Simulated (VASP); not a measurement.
# CdS (Fm-3m) in VASP: elastic constants with PBEsol

Aim: the elastic constants of CdS with PBEsol.

All numbers are computed with VASP 6.6.1; they aren't measurements. Logs are shortened: lines on timing, memory, paths and dates and some standing lists are left out, and cuts for length are marked.

## 1. The cell of the first run

The structure is cubic, space group Fm-3m (No. 225). The conventional cell has a = 5.506 Å, b = 5.506 Å, c = 5.506 Å, α = 90.00°, β = 90.00°, γ = 90.00°. Within 3.6 Å of Cd (site symmetry m-3m) lie 6 S at 2.75 Å. Within 3.6 Å of S (site symmetry m-3m) lie 6 Cd at 2.75 Å.

## 2. Elastic constants, PBEsol

The input, INCAR:

```
SYSTEM = CdS
PREC = Accurate
ENCUT = 600
EDIFF = 1E-8
ISMEAR = 0
SIGMA = 0.01
LREAL = .FALSE.
LASPH = .TRUE.
NELM = 100
ALGO = Normal
ISIF = 3
LWAVE = .FALSE.
LCHARG = .TRUE.
GGA = PS
IBRION = 6
NFREE = 2
POTIM = 0.015
NSW = 1
```

The input, KPOINTS:

```
Automatic mesh
0
G
  8 8 8
  0 0 0
```

The input, POSCAR:

```
CdS
1.0
    0.0000000000      2.7532400000      2.7532400000
    2.7532400000      0.0000000000      2.7532400000
    2.7532400000      2.7532400000      0.0000000000
Cd S
1 1
Direct
    0.0000000000      0.0000000000      0.0000000000
    0.5000000000      0.5000000000      0.5000000000
```

Potentials or basis: VASP PAW PBE potentials, release 64 (Cd, S).

Started as:

```
$ cat potpaw_PBE.64/Cd/POTCAR potpaw_PBE.64/S/POTCAR > POTCAR
$ mpirun -np 1 vasp_std > vasp.out
```

OUTCAR:

```text
SYSTEM = CdS
   PREC = Accurate
   ENCUT = 600
   EDIFF = 1E-8
   ISMEAR = 0
   LREAL = .FALSE.
   LASPH = .TRUE.
   NELM = 100
   ISIF = 3
   GGA = PS
   IBRION = 6
   NFREE = 2
   POTIM = 0.015
   NSW = 1

 ion  position               nearest neighbor table
   1  0.000  0.000  0.000-   2 2.75   2 2.75   2 2.75   2 2.75   2 2.75   2 2.75
   2  0.500  0.500  0.500-   1 2.75   1 2.75   1 2.75   1 2.75   1 2.75   1 2.75

  LATTYP: Found a face centered cubic cell.
 ALAT       =     5.5064800000

  Lattice vectors:

 A1 = (   0.0000000000,   2.7532400000,   2.7532400000)
 A2 = (   2.7532400000,   0.0000000000,   2.7532400000)
 A3 = (   2.7532400000,   2.7532400000,   0.0000000000)

Analysis of symmetry for initial positions (statically):
=====================================================================
 Subroutine PRICEL returns:
 Original cell was already a primitive cell.

 Routine SETGRP: Setting up the symmetry group for a
 face centered cubic supercell.

 Subroutine GETGRP returns: Found 48 space group operations
 (whereof 48 operations were pure point group operations)
 out of a pool of 48 trial point group operations.

The static configuration has the point symmetry O_h .

Analysis of symmetry for dynamics (positions and initial velocities):
=====================================================================
 Subroutine PRICEL returns:
 Original cell was already a primitive cell.

 Routine SETGRP: Setting up the symmetry group for a
 face centered cubic supercell.

 Subroutine GETGRP returns: Found 48 space group operations
 (whereof 48 operations were pure point group operations)
 out of a pool of 48 trial point group operations.

The dynamic configuration has the point symmetry O_h .

 Subroutine INISYM returns: Found 48 space group operations
[... 716 lines left out ...]
      2      -5.1586      2.00000
      3      -5.0330      2.00000
      4      -4.9874      2.00000
      5      -4.7294      2.00000
      6      -4.6412      2.00000
      7      -1.8112      2.00000
      8       0.8020      2.00000
      9       1.6834      2.00000
     10       6.4264      0.00000
     11       7.5817      0.00000
     12       9.8709      0.00000
     13      10.5509      0.00000

 [... further k-points ...]

------------------------ aborting loop because EDIFF is reached ----------------------------------------

  FORCE on cell =-STRESS in cart. coord.  units (eV):
  Direction    XX          YY          ZZ          XY          YZ          ZX
  --------------------------------------------------------------------------------------
  -------------------------------------------------------------------------------------
  Total       -1.0384278     -1.0436592     -1.0436592      0.0000000      0.0000000     -0.0000000
  in kB      -39.8588430    -40.0596448    -40.0596448      0.0000000      0.0000000     -0.0000000
  external PRESSURE =     -39.9927109 kB  Pullay stress =       0.0000000 kB
[... 17 lines left out ...]
  FREE ENERGIE OF THE ION-ELECTRON SYSTEM (eV)
  ---------------------------------------------------
  free  energy   TOTEN  =        -6.6187299026 eV

  energy  without entropy=       -6.6187299026  energy(sigma->0) =       -6.61872990

 INTERNAL STRAIN TENSORS FROM STRAINED CELLS
 ============================================

 INTERNAL STRAIN TENSOR FOR ION    1 for displacements in x,y,z  (eV/Angst):
          X           Y           Z          XY          YZ          ZX
  --------------------------------------------------------------------------------
  x    -0.00000     0.00000    -0.00000     0.00000     0.00000     0.00000
  y     0.00000    -0.00000     0.00000    -0.00000     0.00000    -0.00000
  z    -0.00000    -0.00000     0.00000     0.00000    -0.00000     0.00000

 INTERNAL STRAIN TENSORS FROM DISPLACED ATOMS
 ============================================

 INTERNAL STRAIN TENSOR FOR ION    1 for displacements in x,y,z  (eV/Angst):
          X           Y           Z          XY          YZ          ZX
  --------------------------------------------------------------------------------
  x     0.00000     0.00000     0.00000     0.00000     0.00000     0.00000
  y     0.00000     0.00000     0.00000     0.00000     0.00000     0.00000
  z     0.00000     0.00000     0.00000     0.00000     0.00000     0.00000

 INTERNAL STRAIN TENSOR FOR ION    2 for displacements in x,y,z  (eV/Angst):
          X           Y           Z          XY          YZ          ZX
  --------------------------------------------------------------------------------
  x     0.00000     0.00000     0.00000     0.00000     0.00000     0.00000
  y     0.00000     0.00000     0.00000     0.00000     0.00000     0.00000
  z     0.00000     0.00000     0.00000     0.00000     0.00000     0.00000

 Eigenvectors and eigenvalues of the dynamical matrix
 ----------------------------------------------------

   1 f  =    3.192038 THz    20.056164 2PiTHz  106.474914 cm-1    13.201201 meV
             X         Y         Z           dx          dy          dz
      0.000000  0.000000  0.000000    -0.471525    0.000000    0.000000
      2.753240  2.753240  2.753240     0.881853    0.000000    0.000000
[... 21 lines left out ...]
   6 f/i=    0.001500 THz     0.009427 2PiTHz    0.050049 cm-1     0.006205 meV
             X         Y         Z           dx          dy          dz
      0.000000  0.000000  0.000000    -0.881853    0.000000    0.000000
      2.753240  2.753240  2.753240    -0.471525    0.000000    0.000000

--------------------------------------------------------------------------------------------------------

 ELASTIC MODULI CONTR FROM IONIC RELAXATION (kBar)
 Direction    XX          YY          ZZ          XY          YZ          ZX
 --------------------------------------------------------------------------------
 XX           0.0000      0.0000      0.0000      0.0000      0.0000      0.0000
 YY           0.0000      0.0000      0.0000      0.0000      0.0000      0.0000
 ZZ           0.0000      0.0000      0.0000      0.0000      0.0000      0.0000
 XY           0.0000      0.0000      0.0000      0.0000      0.0000      0.0000
 YZ           0.0000      0.0000      0.0000      0.0000      0.0000      0.0000
 ZX           0.0000      0.0000      0.0000      0.0000      0.0000      0.0000
 --------------------------------------------------------------------------------

 TOTAL ELASTIC MODULI (kBar)
 Direction    XX          YY          ZZ          XY          YZ          ZX
 --------------------------------------------------------------------------------
 XX        1100.2292    480.0046    480.0046      0.0000      0.0000     -0.0000
 YY         480.0046   1100.2292    480.0046     -0.0000     -0.0000      0.0000
 ZZ         480.0046    480.0046   1100.2292      0.0000      0.0000      0.0000
 XY           0.0000     -0.0000      0.0000    335.3056      0.0000     -0.0000
 YZ           0.0000     -0.0000      0.0000      0.0000    335.3056     -0.0000
 ZX          -0.0000      0.0000      0.0000     -0.0000     -0.0000    335.3056
 --------------------------------------------------------------------------------
```

Wall time 12 min (1 thread of Intel Xeon Platinum 8259CL at 2.50GHz (Skylake/Cascade Lake), shared host); peak memory 0.33 GiB.

Results:

| Quantity | Value |
| --- | --- |
| Elastic constants C11, C12, C44 | 110, 48, 34 GPa |
| Voigt bulk modulus | 69 GPa |
| Highest phonon frequency at Γ, LO-TO splitting left out | 106 cm⁻¹ |

Phonon frequencies in cm⁻¹ (negative: imaginary):
| q point | frequencies |
| --- | --- |
| (0.000, 0.000, 0.000) | 0 0 0 106 106 106 |

Elastic tensor in Voigt notation (GPa, in the Cartesian axes of the cell as first typed):
```
110  48  48   0   0   0
 48 110  48   0   0   0
 48  48 110   0   0   0
  0   0   0  34   0   0
  0   0   0   0  34   0
  0   0   0   0   0  34
```

Clamped-ion elastic tensor (GPa):
```
110  48  48   0   0   0
 48 110  48   0   0   0
 48  48 110   0   0   0
  0   0   0  34   0   0
  0   0   0   0  34   0
  0   0   0   0   0  34
```

Caveat: the cell is under stress, which shifts elastic constants; the PAW data sets were made with another functional, which shifts forces and pressure a little.
